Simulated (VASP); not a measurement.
# Mg (Pm-3m) in VASP: further runs, part 2 of 2

VASP 6.6.1. Earlier steps stand in the parts before.

## Step 5: Single point, PBE

This run uses another cell than the first one, of 27.56 Å³/atom.

The input, INCAR:

```
SYSTEM = Mg
PREC     = Accurate       ! precision mode
ENCUT    = 600            ! plane-wave cutoff, eV
EDIFF    = 1E-6           ! SCF threshold, eV
ISMEAR   = 0              ! smearing method
SIGMA    = 0.1            ! smearing width, eV
LREAL    = .False.        ! projectors in reciprocal space
LASPH    = .True.         ! aspherical terms in the spheres
NELM     = 120            ! most SCF steps
ALGO     = Normal         ! electronic algorithm
ISIF     = 2              ! what is computed and relaxed
LWAVE    = .False.        ! write WAVECAR
LCHARG   = .False.        ! write CHGCAR
GGA      = PE             ! functional
NBANDS   = 7              ! bands
GGA_COMPAT= .False.
```

The input, KPOINTS:

```
regular mesh
0
Gamma
  18 18 18
  0 0 0
```

The input, POSCAR:

```
Mg
1.0
    3.0204958764      0.0000000000      0.0000000000
    0.0000000000      3.0204958764      0.0000000000
    0.0000000000      0.0000000000      3.0204958764
Mg
1
Direct
    0.0000000000      0.0000000000      0.0000000000
```

Potentials or basis: VASP PAW PBE potentials, release 64 (Mg).

Started as:

```sh
$ cat potpaw_PBE.64/Mg/POTCAR > POTCAR
$ mpirun -np 1 vasp_std > vasp.out
```

OUTCAR:

```text
SYSTEM = Mg
   PREC = Accurate
   ENCUT = 600
   EDIFF = 1E-6
   ISMEAR = 0
   LREAL = .False.
   LASPH = .True.
   NELM = 120
   ISIF = 2
   GGA = PE

 ion  position               nearest neighbor table
   1  0.000  0.000  0.000-

  LATTYP: Found a simple cubic cell.
 ALAT       =     3.0204958764

  Lattice vectors:

 A1 = (   3.0204958764,   0.0000000000,   0.0000000000)
 A2 = (   0.0000000000,   3.0204958764,   0.0000000000)
 A3 = (   0.0000000000,   0.0000000000,   3.0204958764)

Analysis of symmetry for initial positions (statically):
=====================================================================
 Subroutine PRICEL returns:
 Original cell was already a primitive cell.

 Routine SETGRP: Setting up the symmetry group for a
 simple cubic supercell.

 Subroutine GETGRP returns: Found 48 space group operations
 (whereof 48 operations were pure point group operations)
 out of a pool of 48 trial point group operations.

The static configuration has the point symmetry O_h .

Analysis of symmetry for dynamics (positions and initial velocities):
=====================================================================
 Subroutine PRICEL returns:
 Original cell was already a primitive cell.

 Routine SETGRP: Setting up the symmetry group for a
 simple cubic supercell.

 Subroutine GETGRP returns: Found 48 space group operations
 (whereof 48 operations were pure point group operations)
 out of a pool of 48 trial point group operations.

The dynamic configuration has the point symmetry O_h .

 Subroutine INISYM returns: Found 48 space group operations
 (whereof 48 operations are pure point group operations),
 and found     1 'primitive' translations

----------------------------------------------------------------------------------------

                                     Primitive cell

  volume of cell :      27.5572

  direct lattice vectors                    reciprocal lattice vectors
     3.020495876  0.000000000  0.000000000     0.331071467  0.000000000  0.000000000
     0.000000000  3.020495876  0.000000000     0.000000000  0.331071467  0.000000000
     0.000000000  0.000000000  3.020495876     0.000000000  0.000000000  0.331071467

  length of vectors
     3.020495876  3.020495876  3.020495876     0.331071467  0.331071467  0.331071467

  position of ions in fractional coordinates (direct lattice)
     0.000000000  0.000000000  0.000000000

  ion indices of the primitive-cell ions
   primitive index   ion index
                 1           1

----------------------------------------------------------------------------------------

 KPOINTS: regular mesh

Automatic generation of k-mesh.
 Grid dimensions read from file:
 generate k-points for:   18   18   18

 Generating k-lattice:

  Cartesian coordinates                     Fractional coordinates (reciprocal lattice)
     0.018392859  0.000000000  0.000000000     0.055555556  0.000000000  0.000000000
     0.000000000  0.018392859  0.000000000     0.000000000  0.055555556  0.000000000
     0.000000000  0.000000000  0.018392859     0.000000000  0.000000000  0.055555556

  Length of vectors
     0.018392859  0.018392859  0.018392859

  Shift w.r.t. Gamma in fractional coordinates (k-lattice)
     0.000000000  0.000000000  0.000000000

 Subroutine IBZKPT returns following result:
 ===========================================

 Found    220 irreducible k-points:

 Following reciprocal coordinates:
            Coordinates               Weight
  0.000000  0.000000  0.000000      1.000000
  0.055556  0.000000  0.000000      6.000000
  0.111111  0.000000  0.000000      6.000000
  0.166667  0.000000  0.000000      6.000000
  0.222222  0.000000  0.000000      6.000000
  0.277778  0.000000  0.000000      6.000000
[... 16 lines left out ...]
  0.277778  0.111111  0.000000     24.000000
  0.333333  0.111111  0.000000     24.000000
 [... further k-points ...]
   k-points           NKPTS =    220   k-points in BZ     NKDIM =    220   number of bands    NBANDS=      7
   number of dos      NEDOS =    301   number of ions     NIONS =      1
   total plane-waves  NPLWV =  13824
   dimension x,y,z NGX =    24 NGY =   24 NGZ =   24
   dimension x,y,z NGXF=    48 NGYF=   48 NGZF=   48
   ions per type =               1
   NGX,Y,Z   is equivalent  to a cutoff of  13.21, 13.21, 13.21 a.u.
   NGXF,Y,Z  is equivalent  to a cutoff of  26.42, 26.42, 26.42 a.u.
 SYSTEM =  Mg
   PREC   = accura    normal or accurate (medium, high low for compatibility)
   ISTART =      0    job   : 0-new  1-cont  2-samecut
   ICHARG =      2    charge: 1-file 2-atom 10-const
   ISPIN  =      1    spin polarized calculation?
   LNONCOLLINEAR =      F non collinear calculations
   LSORBIT =      F    spin-orbit coupling
   LASPH  =      T    aspherical Exc in radial PAW
   ENCUT  =  600.0 eV  44.10 Ry    6.64 a.u.   6.03  6.03  6.03*2*pi/ulx,y,z
   NELM   =    120;   NELMIN=  2; NELMDL= -5     # of ELM steps
   EDIFF  = 0.1E-05   stopping-criterion for ELM
   LREAL  =      F    real-space projection
   EDIFFG = 0.1E-04   stopping-criterion for IOM
   NSW    =      0    number of steps for IOM
   IBRION =     -1    ionic relax: 0-MD 1-quasi-New 2-CG
   NFREE  =      0    steps in history (QN), initial steepest desc. (CG)
   ISIF   =      2    stress and relaxation
   ISYM   =      2    0-nonsym 1-usesym 2-fastsym
   POTIM  = 0.5000    time-step for ionic-motion
   TEBEG  =    0.0;   TEEND  =   0.0 temperature during run
   PSTRESS=    0.0 pullay stress
   NELECT =       2.0000    total number of electrons
   NUPDOWN=      -1.0000    fix difference up-down
   EMIN   =  10.00;   EMAX   =-10.00  energy-range for DOS
   EFERMI =   0.00;   METHOD = LEGACY
   ISMEAR =     0;   SIGMA  =   0.10  broadening in eV -4-tet -1-fermi 0-gaus
   EFERMI_NEDOS =   21; number of points for ismear=-14 and -15
   IALGO  =     38    algorithm
   IMIX   =      4    mixing-type and parameters
     AMIX     =   0.40;   BMIX     =  1.00
     AMIX_MAG =   1.60;   BMIX_MAG =  1.00
  volume/ion in A,a.u.               =      27.56       185.97
  Fermi-wavevector in a.u.,A,eV,Ry     =   0.682873  1.290443  6.344607  0.466315
  Thomas-Fermi vector in A             =   1.762073
   LORBIT       =      0    0 simple, 1 ext, 2 COOP (PROOUT), +10 PAW based schemes
   GGA     = PE    functional components
   LHFCALC =     F    Hartree Fock is set to
   AEXX    =    0.0000 exact exchange contribution
   IVDW    =     0    specifies the selected vdW correction
   LEPSILON=     F    determine dielectric tensor
   LRPA    =     F    only Hartree local field effects (RPA)
 non-spin polarized calculation
 Gauss-broadening in eV      SIGMA  =   0.10
  energy-cutoff  :      600.00
  volume of cell :       27.56
 maximum number of plane-waves:       936
   NGX = 13   NGY = 13   NGZ = 13

 number of electron       2.0000000 magnetization

 Free energy of the ion-electron system (eV)
  ---------------------------------------------------
  ext. energy  EPLUGINS =         0.00000000
  ---------------------------------------------------
  free energy    TOTEN  =        -1.12397332 eV

  energy without entropy =       -1.12096232  energy(sigma->0) =       -1.12246782

 E-fermi :   1.6904     XC(G=0):  -7.9081

 val. band max:        1.6782254401   @ k =   0.4444   0.3333   0.2778
 cond. band min:       1.6915228674   @ k =   0.5000   0.2778   0.2222
 fundamental gap:      0.0132974273
 Fermi energy:         1.6903734674

 k-point     1 :       0.0000    0.0000    0.0000
  band No.  band energies     occupation
      1      -4.4805      2.00000
      2       9.7995      0.00000
      3       9.7995      0.00000
      4      11.1622      0.00000
      5      11.1622      0.00000
      6      11.1622      0.00000
      7      15.5870      0.00000
[... 221 lines left out ...]
 k-point    24 :       0.3333    0.1111    0.0000
  band No.  band energies     occupation
      1      -2.4689      2.00000
      2       2.7911      0.00000
      3       9.4156      0.00000
      4      12.8667      0.00000
      5      12.9684      0.00000
      6      15.3320      0.00000
      7      16.7425      0.00000

 [... further k-points ...]

------------------------ aborting loop because EDIFF is reached ----------------------------------------

  FORCE on cell =-STRESS in cart. coord.  units (eV):
  Direction    XX          YY          ZZ          XY          YZ          ZX
  --------------------------------------------------------------------------------------
  -------------------------------------------------------------------------------------
  Total       -0.0102197     -0.0102197     -0.0102197      0.0000000     -0.0000000      0.0000000
  in kB       -0.5941744     -0.5941744     -0.5941744      0.0000000     -0.0000000      0.0000000
  external PRESSURE =      -0.5941744 kB  Pullay stress =       0.0000000 kB

 VOLUME and BASIS-vectors are now :
 -----------------------------------------------------------------------------
  energy-cutoff  :      600.00
  volume of cell :       27.56
      direct lattice vectors                 reciprocal lattice vectors
     3.020495876  0.000000000  0.000000000     0.331071467  0.000000000  0.000000000
     0.000000000  3.020495876  0.000000000     0.000000000  0.331071467  0.000000000
     0.000000000  0.000000000  3.020495876     0.000000000  0.000000000  0.331071467

 POSITION                                       TOTAL-FORCE (eV/Angst)
 -----------------------------------------------------------------------------------
      0.00000      0.00000      0.00000         0.000000      0.000000      0.000000
 -----------------------------------------------------------------------------------
    total drift:                                0.000000     -0.000000      0.000000

  FREE ENERGIE OF THE ION-ELECTRON SYSTEM (eV)
  ---------------------------------------------------
  free  energy   TOTEN  =        -1.1239733163 eV

  energy  without entropy=       -1.1209623163  energy(sigma->0) =       -1.12246782
```

It took 47 s on 1 thread of Intel Xeon 8259CL, shared host; peak memory 0.15 GiB.

Results:

| Item | Value |
| --- | --- |
| Free energy | -1.1240 eV |
| Pressure | -0.1 GPa |
| Band gap on the k mesh | zero (bands 1 and 2 overlap by 6.43 eV) |

## Step 6: Relaxation of cell and atoms, PBE

This run uses another cell than the first one, of 27.97 Å³/atom.

The input, INCAR:

```
SYSTEM = Mg
PREC = Accurate
ENCUT = 600
EDIFF = 1E-7
ISMEAR = 0
SIGMA = 0.1
LREAL = .False.
LASPH = .True.
NELM = 120
ALGO = Normal
ISIF = 3
LWAVE = .False.
LCHARG = .False.
GGA = PE
IBRION = 2
NSW = 100
EDIFFG = -0.01
GGA_COMPAT = .False.
NELMIN = 4
```

The input, KPOINTS:

```
Automatic mesh
0
Gamma
  18 18 18
  0 0 0
```

The input, POSCAR:

```
Mg
1.0
    3.0354426261      0.0000000000      0.0000000000
    0.0000000000      3.0354426261      0.0000000000
    0.0000000000      0.0000000000      3.0354426261
Mg
1
Direct
    0.0000000000      0.0000000000      0.0000000000
```

Potentials or basis: VASP PAW PBE potentials, release 64 (Mg).

Started as:

```sh
$ cat potpaw_PBE.64/Mg/POTCAR > POTCAR
$ mpirun -np 1 vasp_std > vasp.out
```

Wall time 96 s (1 thread of Intel Xeon 8259CL, shared host); peak memory 0.15 GiB.

Results (log left out):

| Quantity | Value |
| --- | --- |
| Free energy | -1.1240 eV |
| Relaxed volume | 27.49 Å³/atom |
| Relaxed cell | a = 3.018 Å, b = 3.018 Å, c = 3.018 Å, α = 90.00°, β = 90.00°, γ = 90.00° |
| Space group after relaxing (to 0.1 Å) | Pm-3m (No. 221) |
| Energy gained by relaxing | 0.6 meV/atom |
| Ionic steps | 3 |
| Pressure after relaxing | 0.0 GPa |
| Band gap on the k mesh | zero (bands 1 and 2 overlap by 6.44 eV) |

Step by step:
```csv
step,energy change (eV),largest force (eV/Å),pressure (GPa),volume (Å³)
1,0.0000,0.0000,-0.39,27.97
2,-0.0005,0.0000,-0.17,27.70
3,-0.0006,0.0000,-0.01,27.49
```

Final structure:
```
Mg
1.0
     3.01809    0.00000    0.00000
     0.00000    3.01809    0.00000
     0.00000    0.00000    3.01809
Mg
1
Cartesian
  0.0000 0.0000 0.0000
```

Levels at points of the mesh, in eV from the Fermi level:
```tsv
k point	band 1	band 2	band 3	band 4	band 5
(0.00, 0.00, 0.00)	-6.18	8.12	8.12	9.49	9.49
(0.50, 0.00, 0.00)	-2.34	-1.92	10.53	12.85	12.85
(0.50, 0.50, 0.00)	1.32	1.32	2.04	2.70	15.53
(0.50, 0.50, 0.50)	4.52	4.52	4.52	5.71	5.71
```

## Step 7: Summary

| task | cell | k mesh | gap on the mesh (eV) | pressure (GPa) | relaxed volume (Å³/atom) |
| --- | --- | --- | --- | --- | --- |
| single point | a = 2.862 Å, 1 atom | 6 × 6 × 6 | none | 5.0 | - |
| single point | a = 3.035 Å, 1 atom | 6 × 6 × 6 | none | 0.0 | - |
| relaxation of cell and atoms | relaxed from a = 2.862 Å, 1 atom | 6 × 6 × 6 | none | -0.1 | 28.09 |
| single point | a = 3.020 Å, 1 atom | 18 × 18 × 18 | none | -0.1 | - |
| relaxation of cell and atoms | relaxed from a = 3.035 Å, 1 atom | 18 × 18 × 18 | none | 0.0 | 27.49 |

Alike in all rows: level PBE; potentials or basis VASP PAW PBE potentials, release 64 (Mg); no spin polarisation; cutoff (eV) 600; smearing gaussian 0.1 eV.

Caveats: some runs use coarse meshes; the volume moved by over 15 % at a fixed basis, so the end points are rough (at least some runs).

Absolute energies hang on the potentials; compare differences alone.

The gap in the log of VASP goes by the Fermi energy; the results here count the filled bands.